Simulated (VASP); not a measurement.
# SiC (P6_3mc) in VASP: a series of runs, part 2 of 2

VASP 6.6.1. The steps go on from the part before.

**3. Single point, b88 exchange, pbe correlation**

This run uses another cell than the first one, of 10.70 Å³/atom.

INCAR reads:

```
ALGO     = Normal         # electronic algorithm
EDIFF    = 1E-6           # SCF threshold, eV
ENCUT    = 600            # plane-wave cutoff, eV
GGA      = LIBXC          # functional
GGA_COMPAT= F            
ISIF     = 2              # what is computed and relaxed
ISMEAR   = -1             # smearing method
LASPH    = T              # aspherical terms in the spheres
LCHARG   = F              # write CHGCAR
LIBXC1   = GGA_X_B88    
LIBXC2   = GGA_C_PBE    
LREAL    = F              # projectors in reciprocal space
LWAVE    = F              # write WAVECAR
NBANDS   = 36             # bands
NELM     = 120            # most SCF steps
PREC     = Accurate       # precision mode
SIGMA    = 0.05           # smearing width, eV
```

KPOINTS reads:

```
k-points
0
Gamma
  10 10 2
```

POSCAR reads:

```
SiC
1.0
    3.1154972861      0.0000000000      0.0000000000
   -1.5577486430      2.6980997952      0.0000000000
    0.0000000000      0.0000000000     15.2704665040
Si C
6 6
Direct
    0.6666666667      0.3333333333      0.4583000000
    0.3333333333      0.6666666667      0.9583000000
    0.6666666667      0.3333333333      0.7917000000
    0.3333333333      0.6666666667      0.2917000000
    0.0000000000      0.0000000000      0.6250000000
    0.0000000000      0.0000000000      0.1250000000
    0.6666666667      0.3333333333      0.3333000000
    0.3333333333      0.6666666667      0.8333000000
    0.6666666667      0.3333333333      0.6667000000
    0.3333333333      0.6666666667      0.1667000000
    0.0000000000      0.0000000000      0.5000000000
    0.0000000000      0.0000000000      0.0000000000
```

Potentials or basis: VASP PAW PBE potentials, release 64 (Si, C).

Command:

```sh
> cat potpaw_PBE.64/Si/POTCAR potpaw_PBE.64/C/POTCAR > POTCAR
> mpirun -np 1 vasp_std > vasp.out
```

It took 2.7 min on 1 thread of Intel Xeon Platinum 8488C (Sapphire Rapids), shared host; peak memory 0.34 GiB.

The run converged. Its results:

- Free energy: -89.1579 eV
- Pressure: -3.9 GPa
- Largest force: 0.139 eV/Å
- Band gap on the k mesh: 2.03 eV (least direct gap 3.12 eV)

Forces in eV/Å, atoms in the order of the input:
```
Si   0.000  0.000  0.050
Si   0.000  0.000  0.050
Si   0.000  0.000  0.023
Si   0.000  0.000  0.023
Si   0.000  0.000  0.044
Si   0.000  0.000  0.044
C    0.000  0.000 -0.013
C    0.000  0.000 -0.013
C    0.000  0.000  0.035
C    0.000  0.000  0.035
C    0.000  0.000 -0.139
C    0.000  0.000 -0.139
```

Stress tensor (GPa, compression positive):
```
-4.15  0.00  0.00
 0.00 -4.15  0.00
 0.00  0.00 -3.38
```

Levels at points of the mesh, in eV from the valence-band top:
```tsv
k point	band 22	band 23	band 24	band 25	band 26	band 27
(0.00, 0.00, 0.00)	-0.05	0.00	0.00	4.87	5.05	5.44
(0.50, 0.00, 0.00)	-1.75	-1.64	-1.09	2.03	2.20	3.16
(0.00, 0.00, 0.50)	-0.10	-0.10	-0.10	4.94	4.94	5.68
(0.50, 0.00, 0.50)	-1.69	-1.29	-1.29	2.07	2.07	3.38
```

Caveat: the cell stands under tension; the PAW data sets were made with another functional, which shifts forces and pressure a little. A k mesh can miss the band edges.

**4. Single point, b88 exchange, pbe correlation**

This run uses another cell than the first one, of 10.91 Å³/atom.

INCAR reads:

```
  ALGO = Normal
  EDIFF = 1E-6
  ENCUT = 600
  GGA = LIBXC
  GGA_COMPAT = False
  ISIF = 2
  ISMEAR = -1
  LASPH = True
  LCHARG = True
  LELF = True
  LIBXC1 = GGA_X_B88
  LIBXC2 = GGA_C_PBE
  LREAL = False
  LVHAR = True
  LWAVE = False
  NBANDS = 36
  NELM = 120
  PREC = Accurate
  SIGMA = 0.05
```

KPOINTS is that of step 3.

POSCAR, as its differences from that of step 3:

```diff
@@ -2,5 +2,5 @@
 1.0
-    3.1154972861      0.0000000000      0.0000000000
-   -1.5577486430      2.6980997952      0.0000000000
-    0.0000000000      0.0000000000     15.2704665040
+    3.1357283548      0.0000000000      0.0000000000
+   -1.5678641774      2.7156204146      0.0000000000
+    0.0000000000      0.0000000000     15.3696281560
 Si C
```

Potentials or basis: VASP PAW PBE potentials, release 64 (Si, C).

Command:

```sh
> cat potpaw_PBE.64/Si/POTCAR potpaw_PBE.64/C/POTCAR > POTCAR
> mpirun -np 1 vasp_std > vasp.out
```

OUTCAR:

```text
EDIFF = 1E-6
   ENCUT = 600
   GGA = LIBXC
   ISIF = 2
   ISMEAR = -1
   LASPH = True
   LREAL = False
   NELM = 120
   PREC = Accurate

 ion  position               nearest neighbor table
   1  0.667  0.333  0.458-  11 1.92  11 1.92  11 1.92   7 1.92   4 3.14   4 3.14   4 3.14   5 3.14
                             5 3.14   5 3.14
   2  0.333  0.667  0.958-  12 1.92  12 1.92  12 1.92   8 1.92   3 3.14   3 3.14   3 3.14   6 3.14
                             6 3.14   6 3.14
   3  0.667  0.333  0.792-   8 1.92   8 1.92   8 1.92   9 1.92   2 3.14   2 3.14   2 3.14   5 3.14
                             5 3.14   5 3.14
[... 1175 lines left out ...]
 -----------------------------------------------------------------------------
  energy-cutoff  :      600.00
  volume of cell :      130.88
      direct lattice vectors                 reciprocal lattice vectors
     3.135728355  0.000000000  0.000000000     0.318905175  0.184119989  0.000000000
    -1.567864177  2.715620415  0.000000000     0.000000000  0.368239977  0.000000000
     0.000000000  0.000000000 15.369628156     0.000000000  0.000000000  0.065063383

 POSITION                                       TOTAL-FORCE (eV/Angst)
 -----------------------------------------------------------------------------------
      1.56786      0.90521      7.04390         0.000000     -0.000000      0.047712
     -0.00000      1.81041     14.72871        -0.000000      0.000000      0.047712
      1.56786      0.90521     12.16813         0.000000      0.000000      0.021103
     -0.00000      1.81041      4.48332         0.000000     -0.000000      0.021103
      0.00000      0.00000      9.60602         0.000000     -0.000000      0.045092
      0.00000      0.00000      1.92120        -0.000000      0.000000      0.045092
      1.56786      0.90521      5.12270         0.000000      0.000000     -0.012528
     -0.00000      1.81041     12.80751        -0.000000      0.000000     -0.012528
      1.56786      0.90521     10.24693         0.000000     -0.000000      0.034354
     -0.00000      1.81041      2.56212        -0.000000      0.000000      0.034354
      0.00000      0.00000      7.68481         0.000000     -0.000000     -0.135733
      0.00000      0.00000      0.00000        -0.000000      0.000000     -0.135733
 -----------------------------------------------------------------------------------
    total drift:                                0.000000      0.000000      0.000287

  FREE ENERGIE OF THE ION-ELECTRON SYSTEM (eV)
  ---------------------------------------------------
  free  energy   TOTEN  =       -89.0696613282 eV

  energy  without entropy=      -89.0696613280  energy(sigma->0) =      -89.06966133
```

Run time: 2.8 min. Hardware: 1 thread of Intel Xeon Platinum 8488C (Sapphire Rapids), shared host; peak memory 0.35 GiB.

Results:

| Quantity | Value |
| --- | --- |
| Free energy | -89.0697 eV |
| Pressure | -7.6 GPa |
| Largest force | 0.136 eV/Å |
| Band gap on the k mesh | 2.04 eV (least direct gap 3.12 eV) |

Forces in eV/Å, atoms in the order of the input:
```
Si   0.000  0.000  0.048
Si   0.000  0.000  0.048
Si   0.000  0.000  0.021
Si   0.000  0.000  0.021
Si   0.000  0.000  0.045
Si   0.000  0.000  0.045
C    0.000  0.000 -0.013
C    0.000  0.000 -0.013
C    0.000  0.000  0.034
C    0.000  0.000  0.034
C    0.000  0.000 -0.136
C    0.000  0.000 -0.136
```

Caveat: the cell stands under tension; the PAW data sets were made with another functional, which shifts forces and pressure a little.

**5. The runs side by side**

```tsv
cell	gap on the mesh (eV)	pressure (GPa)	largest force (eV/Å)
a = 3.095, b = 3.095, c = 15.170 Å, angles 90.0, 90.0, 120.0°, 12 atoms	2.03	0.2	0.14
a = 3.115, b = 3.115, c = 15.270 Å, angles 90.0, 90.0, 120.0°, 12 atoms	2.03	-3.9	0.14
a = 3.136, b = 3.136, c = 15.370 Å, angles 90.0, 90.0, 120.0°, 12 atoms	2.04	-7.6	0.14
```

Alike in all rows: task single point; level b88 exchange, pbe correlation; potentials or basis VASP PAW PBE potentials, release 64 (Si, C); no spin polarisation; k mesh 10 × 10 × 2; cutoff (eV) 600; smearing fermi-dirac 0.05 eV.

Caveats: the PAW data sets were made with another functional, which shifts forces and pressure a little; the cell stands under tension (at least some runs).

Total energies depend on the potentials used, so only differences within one code and one set of settings carry meaning.
